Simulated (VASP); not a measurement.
Ta5Ti3:

```
Ti Ta
1.0
     3.28000    0.00000    0.00000
     0.00000    3.28000    0.00000
     0.00000    0.00000   13.13000
Ti Ta
3 5
Direct
  0.50000 0.50000 0.62500
  0.50000 0.50000 0.37500
  0.00000 0.00000 0.50000
  0.00000 0.00000 0.75000
  0.00000 0.00000 0.25000
  0.00000 0.00000 0.00000
  0.50000 0.50000 0.87500
  0.50000 0.50000 0.12500
```

- Program: VASP 6.6.1
- Task: relaxation of cell and atoms
- Functional: PBE
- Potentials or basis: VASP PAW PBE potentials, release 64 (Ti_sv, Ta_pv)
- Cutoff: 600 eV
- k mesh: 5 × 5 × 2
- Occupations: gaussian, width 0.2 eV
- Spin: no spin polarisation

At the start: pressure 2.4 GPa; volume 17.66 Å³/atom.

Question: How do energy, volume and symmetry change on relaxing?

Answer: Over 5 steps the energy falls by 3.3 meV/atom and the volume is 17.90 Å³/atom (+1.4 %); space group P4/mmm (No. 123, to 0.1 Å) before and after.

Step by step:
| step | energy change (eV) | largest force (eV/Å) | pressure (GPa) | volume (Å³) |
| --- | --- | --- | --- | --- |
| 1 | 0.0000 | 0.2208 | 2.45 | 141.26 |
| 2 | 0.0214 | 0.1122 | -3.79 | 146.85 |
| 3 | -0.0184 | 0.1468 | -0.18 | 143.49 |
| 4 | -0.0222 | 0.1166 | -0.14 | 143.40 |
| 5 | -0.0262 | 0.0741 | 0.00 | 143.18 |

Final structure:
```
Ti Ta
1.0
     3.30381    0.00000    0.00000
     0.00000    3.30381    0.00000
     0.00000    0.00000   13.11763
Ti Ta
3 5
Cartesian
  1.6519 1.6519 8.2060
  1.6519 1.6519 4.9116
  0.0000 0.0000 6.5588
  0.0000 0.0000 9.8127
  3.3038 0.0000 3.3049
  0.0000 0.0000 0.0000
  1.6519 1.6519 11.4521
  1.6519 1.6519 1.6656
```

Caveat: the k points lie up to 0.38 Å⁻¹ apart in the final cell, too coarse for converged energies and pressures of a metal; the relaxation stopped at a loose force limit of 0.08 eV/Å, so its end isn't a converged minimum.
